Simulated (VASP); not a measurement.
# SiMo5 (P4/mmm) in VASP: single point with PBE

Aim: the single point of SiMo5 with PBE.

Program: VASP 6.6.1. These are calculated values, not measurements. Logs are shortened: lines on timing, memory, paths and dates and some standing lists are left out, and cuts for length are marked.

## (1) The cell of the first run

Symmetry: P4/mmm, No. 123, tetragonal system. Conventional cell: a = 3.177 Å, b = 3.177 Å, c = 9.047 Å, α = 90.00°, β = 90.00°, γ = 90.00°. Si (site symmetry 4/mmm) has 10 Mo at 2.66 to 2.97 Å and 4 Si at 3.18 Å within 3.5 Å. Within 3.6 Å of Mo (site symmetry 4mm) lie 13 Mo at 2.72 to 3.18 Å and 1 Si at 2.97 Å. Mo (site symmetry 4mm) has 4 Si at 2.66 Å and 10 Mo at 2.72 to 3.18 Å within 3.5 Å. Within 3.6 Å of Mo (site symmetry 4/mmm) lie 14 Mo at 2.73 to 3.18 Å.

## (2) Single point, PBE

POSCAR reads:

```
SiMo5
1.0
    3.1774865078      0.0000000000      0.0000000000
    0.0000000000      3.1774865078      0.0000000000
    0.0000000000      0.0000000000      9.0471169794
Si Mo
1 5
Direct
    0.0000000000      0.0000000000      0.0000000000
    0.0000000000      0.0000000000      0.6721540281
    0.5000000000      0.5000000000      0.8419362110
    0.0000000000      0.0000000000      0.3278459719
    0.5000000000      0.5000000000      0.1580637890
    0.5000000000      0.5000000000      0.5000000000
```

INCAR.step1 reads:

```
PREC = Accurate
ENCUT = 520
EDIFF = 1E-6
ISMEAR = 0
SIGMA = 0.1
LREAL = False
LASPH = True
NELM = 100
ALGO = Fast
ISIF = 2
LWAVE = False
LCHARG = True
LMAXMIX = 4
GGA = PE
NBANDS = 46
```

KPOINTS.step1 reads:

```
regular mesh
0
Gamma
  10 10 4
```

INCAR.step2 reads:

```
PREC = Accurate
ENCUT = 520
EDIFF = 1E-6
ISMEAR = -5
SIGMA = 0.1
LREAL = False
LASPH = True
NELM = 100
ALGO = Fast
ISIF = 2
LWAVE = False
LCHARG = False
LMAXMIX = 4
GGA = PE
LORBIT = 10
NBANDS = 46
NEDOS = 1001
ICHARG = 11
```

KPOINTS.step2 reads:

```
regular mesh
0
Gamma
  15 15 6
```

Potentials or basis: VASP PAW PBE potentials, release 64 (Si, Mo_sv).

On the command line:

```sh
cat potpaw_PBE.64/Si/POTCAR potpaw_PBE.64/Mo_sv/POTCAR > POTCAR
cp INCAR.step1 INCAR
cp KPOINTS.step1 KPOINTS
mpirun -np 1 vasp_std > vasp.out
cp INCAR.step2 INCAR
cp KPOINTS.step2 KPOINTS
mpirun -np 1 vasp_std > vasp.out
```

OUTCAR:

```text
PREC = Accurate
   ENCUT = 520
   EDIFF = 1E-6
   ISMEAR = -5
   LREAL = False
   LASPH = True
   NELM = 100
   ISIF = 2
   GGA = PE
   LORBIT = 10
   ICHARG = 11

 ion  position               nearest neighbor table
   1  0.000  0.000  0.000-   3 2.66   5 2.66   3 2.66   5 2.66   3 2.66   5 2.66   3 2.66   5 2.66
                             4 2.97   2 2.97
   2  0.000  0.000  0.672-   3 2.72   3 2.72   3 2.72   3 2.72   6 2.73   6 2.73   6 2.73   6 2.73
                             1 2.97   4 3.11
   3  0.500  0.500  0.842-   1 2.66   1 2.66   1 2.66   1 2.66   2 2.72   2 2.72   2 2.72   2 2.72
                             5 2.86   6 3.09
   4  0.000  0.000  0.328-   5 2.72   5 2.72   5 2.72   5 2.72   6 2.73   6 2.73   6 2.73   6 2.73
                             1 2.97   2 3.11
   5  0.500  0.500  0.158-   1 2.66   1 2.66   1 2.66   1 2.66   4 2.72   4 2.72   4 2.72   4 2.72
                             3 2.86   6 3.09
   6  0.500  0.500  0.500-   2 2.73   4 2.73   2 2.73   4 2.73   2 2.73   4 2.73   2 2.73   4 2.73
                             3 3.09   5 3.09

  LATTYP: Found a simple tetragonal cell.
 ALAT       =     3.1774865078
 C/A-ratio  =     2.8472558285

  Lattice vectors:

 A1 = (   3.1774865078,   0.0000000000,   0.0000000000)
 A2 = (   0.0000000000,   3.1774865078,   0.0000000000)
 A3 = (   0.0000000000,   0.0000000000,   9.0471169794)

Analysis of symmetry for initial positions (statically):
=====================================================================
 Subroutine PRICEL returns:
 Original cell was already a primitive cell.

 Routine SETGRP: Setting up the symmetry group for a
 simple tetragonal supercell.

 Subroutine GETGRP returns: Found 16 space group operations
 (whereof 16 operations were pure point group operations)
 out of a pool of 16 trial point group operations.

The static configuration has the point symmetry D_4h.

Analysis of symmetry for dynamics (positions and initial velocities):
=====================================================================
 Subroutine PRICEL returns:
 Original cell was already a primitive cell.

 Routine SETGRP: Setting up the symmetry group for a
 simple tetragonal supercell.

 Subroutine GETGRP returns: Found 16 space group operations
 (whereof 16 operations were pure point group operations)
 out of a pool of 16 trial point group operations.

The dynamic configuration has the point symmetry D_4h.

 Subroutine INISYM returns: Found 16 space group operations
 (whereof 16 operations are pure point group operations),
 and found     1 'primitive' translations

----------------------------------------------------------------------------------------

                                     Primitive cell

  volume of cell :      91.3435

  direct lattice vectors                    reciprocal lattice vectors
     3.177486508  0.000000000  0.000000000     0.314714161  0.000000000  0.000000000
     0.000000000  3.177486508  0.000000000     0.000000000  0.314714161  0.000000000
     0.000000000  0.000000000  9.047116979     0.000000000  0.000000000  0.110532449

  length of vectors
     3.177486508  3.177486508  9.047116979     0.314714161  0.314714161  0.110532449

  position of ions in fractional coordinates (direct lattice)
     0.000000000  0.000000000  0.000000000
     0.000000000  0.000000000  0.672154028
     0.500000000  0.500000000  0.841936211
     0.000000000  0.000000000  0.327845972
     0.500000000  0.500000000  0.158063789
     0.500000000  0.500000000  0.500000000

  ion indices of the primitive-cell ions
   primitive index   ion index
                 1           1
                 2           2
                 3           3
                 4           4
                 5           5
                 6           6

----------------------------------------------------------------------------------------

 KPOINTS: regular mesh

Automatic generation of k-mesh.
 Grid dimensions read from file:
 generate k-points for:   15   15    6

 Generating k-lattice:

  Cartesian coordinates                     Fractional coordinates (reciprocal lattice)
     0.020980944  0.000000000  0.000000000     0.066666667  0.000000000  0.000000000
     0.000000000  0.020980944  0.000000000     0.000000000  0.066666667  0.000000000
     0.000000000  0.000000000  0.018422075     0.000000000  0.000000000  0.166666667

  Length of vectors
     0.020980944  0.020980944  0.018422075

  Shift w.r.t. Gamma in fractional coordinates (k-lattice)
     0.000000000  0.000000000  0.000000000

 TETIRR: Found   2019 inequivalent tetrahedra from     8100

 Subroutine IBZKPT returns following result:
 ===========================================

 Found    144 irreducible k-points:

 Following reciprocal coordinates:
            Coordinates               Weight
  0.000000  0.000000  0.000000      1.000000
  0.066667  0.000000  0.000000      4.000000
  0.133333  0.000000  0.000000      4.000000
  0.200000  0.000000  0.000000      4.000000
  0.266667  0.000000  0.000000      4.000000
  0.333333  0.000000  0.000000      4.000000
[... 16 lines left out ...]
  0.266667  0.200000  0.000000      8.000000
  0.333333  0.200000  0.000000      8.000000
 [... further k-points ...]
   k-points           NKPTS =    144   k-points in BZ     NKDIM =    144   number of bands    NBANDS=     46
   number of dos      NEDOS =   1001   number of ions     NIONS =      6
   total plane-waves  NPLWV =  40320
   dimension x,y,z NGX =    24 NGY =   24 NGZ =   70
   dimension x,y,z NGXF=    48 NGYF=   48 NGZF=  140
   ions per type =               1   5
   NGX,Y,Z   is equivalent  to a cutoff of  12.56, 12.56, 12.86 a.u.
   NGXF,Y,Z  is equivalent  to a cutoff of  25.11, 25.11, 25.73 a.u.
 SYSTEM =  unknown system
   PREC   = accura    normal or accurate (medium, high low for compatibility)
   ISTART =      0    job   : 0-new  1-cont  2-samecut
   ICHARG =     11    charge: 1-file 2-atom 10-const
   ISPIN  =      1    spin polarized calculation?
   LNONCOLLINEAR =      F non collinear calculations
   LSORBIT =      F    spin-orbit coupling
   LASPH  =      T    aspherical Exc in radial PAW
   ENCUT  =  520.0 eV  38.22 Ry    6.18 a.u.   5.91  5.91 16.82*2*pi/ulx,y,z
   NELM   =    100;   NELMIN=  2; NELMDL=  0     # of ELM steps
   EDIFF  = 0.1E-05   stopping-criterion for ELM
   LREAL  =      F    real-space projection
   EDIFFG = 0.1E-04   stopping-criterion for IOM
   NSW    =      0    number of steps for IOM
   IBRION =     -1    ionic relax: 0-MD 1-quasi-New 2-CG
   NFREE  =      0    steps in history (QN), initial steepest desc. (CG)
   ISIF   =      2    stress and relaxation
   ISYM   =      2    0-nonsym 1-usesym 2-fastsym
   POTIM  = 0.5000    time-step for ionic-motion
   TEBEG  =    0.0;   TEEND  =   0.0 temperature during run
   PSTRESS=    0.0 pullay stress
   NELECT =      74.0000    total number of electrons
   NUPDOWN=      -1.0000    fix difference up-down
   EMIN   =  10.00;   EMAX   =-10.00  energy-range for DOS
   EFERMI =   0.00;   METHOD = LEGACY
   ISMEAR =    -5;   SIGMA  =   0.10  broadening in eV -4-tet -1-fermi 0-gaus
   EFERMI_NEDOS =   21; number of points for ismear=-14 and -15
   IALGO  =     68    algorithm
   IMIX   =      4    mixing-type and parameters
     AMIX     =   0.40;   BMIX     =  1.00
     AMIX_MAG =   1.60;   BMIX_MAG =  1.00
  volume/ion in A,a.u.               =      15.22       102.74
  Fermi-wavevector in a.u.,A,eV,Ry     =   1.526135  2.883976 31.689153  2.329087
  Thomas-Fermi vector in A             =   2.634210
   LORBIT       =     10    0 simple, 1 ext, 2 COOP (PROOUT), +10 PAW based schemes
   GGA     = PE    functional components
   LHFCALC =     F    Hartree Fock is set to
   AEXX    =    0.0000 exact exchange contribution
   IVDW    =     0    specifies the selected vdW correction
   LEPSILON=     F    determine dielectric tensor
   LRPA    =     F    only Hartree local field effects (RPA)
 non-spin polarized calculation
 RMM-DIIS sequential band-by-band and
 Fermi weights with tetrahedron method with Bloechl corrections
  energy-cutoff  :      520.00
  volume of cell :       91.34
 maximum number of plane-waves:      2490
 NGX is ok and might be reduce to    24

 number of electron      74.0000011 magnetization

 Free energy of the ion-electron system (eV)
  ---------------------------------------------------
  ext. energy  EPLUGINS =         0.00000000
  ---------------------------------------------------
  free energy    TOTEN  =       -60.38477879 eV

  energy without entropy =      -60.38477879  energy(sigma->0) =      -60.38477879

 E-fermi :  12.2221     XC(G=0): -13.1180

 val. band max:       12.3268758569   @ k =   0.1333   0.0000   0.3333
 cond. band min:      12.1815180160   @ k =   0.3333   0.0000   0.0000
 fundamental gap:     -0.1453578409
 Fermi energy:        12.2221458607

 k-point     1 :       0.0000    0.0000    0.0000
  band No.  band energies     occupation
      1     -48.9338      2.00000
      2     -48.7471      2.00000
      3     -48.6316      2.00000
      4     -48.3619      2.00000
      5     -48.3338      2.00000
      6     -23.1836      2.00000
[... 38 lines left out ...]
     45      15.2848      0.00000
     46      15.3260      0.00000

 k-point     2 :       0.0667    0.0000    0.0000
  band No.  band energies     occupation
      1     -48.9294      2.00000
      2     -48.7449      2.00000
      3     -48.6327      2.00000
      4     -48.3630      2.00000
      5     -48.3344      2.00000
      6     -23.1956      2.00000
[... 1070 lines left out ...]
 k-point    24 :       0.3333    0.2000    0.0000
  band No.  band energies     occupation
      1     -48.8193      2.00000
      2     -48.6971      2.00000
      3     -48.6725      2.00000
      4     -48.3765      2.00000
      5     -48.3431      2.00000
      6     -23.3892      2.00000
[... 38 lines left out ...]
     45      14.6369      0.00000
     46      14.8691      0.00000

 [... further k-points ...]

------------------------ aborting loop because EDIFF is reached ----------------------------------------

  FORCE on cell =-STRESS in cart. coord.  units (eV):
  Direction    XX          YY          ZZ          XY          YZ          ZX
  --------------------------------------------------------------------------------------
  -------------------------------------------------------------------------------------
  Total        0.3113603      0.3113603      0.1382702      0.0000000     -0.0000000      0.0000000
  in kB        5.4613016      5.4613016      2.4252783      0.0000000     -0.0000000      0.0000000
  external PRESSURE =       4.4492938 kB  Pullay stress =       0.0000000 kB

 VOLUME and BASIS-vectors are now :
 -----------------------------------------------------------------------------
  energy-cutoff  :      520.00
  volume of cell :       91.34
      direct lattice vectors                 reciprocal lattice vectors
     3.177486508  0.000000000  0.000000000     0.314714161  0.000000000  0.000000000
     0.000000000  3.177486508  0.000000000     0.000000000  0.314714161  0.000000000
     0.000000000  0.000000000  9.047116979     0.000000000  0.000000000  0.110532449

 POSITION                                       TOTAL-FORCE (eV/Angst)
 -----------------------------------------------------------------------------------
      0.00000      0.00000      0.00000         0.000000      0.000000      0.000000
      0.00000      0.00000      6.08106         0.000000      0.000000     -0.001488
      1.58874      1.58874      7.61710         0.000000      0.000000      0.022852
      0.00000      0.00000      2.96606         0.000000      0.000000      0.001488
      1.58874      1.58874      1.43002        -0.000000     -0.000000     -0.022852
      1.58874      1.58874      4.52356         0.000000      0.000000      0.000000
 -----------------------------------------------------------------------------------
    total drift:                                0.000000     -0.000000     -0.000000

  FREE ENERGIE OF THE ION-ELECTRON SYSTEM (eV)
  ---------------------------------------------------
  free  energy   TOTEN  =       -60.3847787898 eV

  energy  without entropy=      -60.3847787898  energy(sigma->0) =      -60.38477879

 total charge

# of ion       s       p       d       tot
------------------------------------------
    1        0.726   0.877   0.000   1.603
    2        2.377   6.202   3.922  12.501
    3        2.328   6.187   4.023  12.537
    4        2.377   6.202   3.922  12.501
    5        2.328   6.187   4.023  12.537
    6        2.384   6.204   3.881  12.469
--------------------------------------------------
tot         12.520  31.859  19.769  64.148
```

Run time: 10 min. Hardware: 1 thread of Oxide Virtual Turin-like, shared host; peak memory 0.47 GiB.

Results:

```yaml
Valence_electrons_inside_the_program's_atomic_spheres: Si 1.60; Mo 12.50, 12.54, 12.47 (each value once)
```
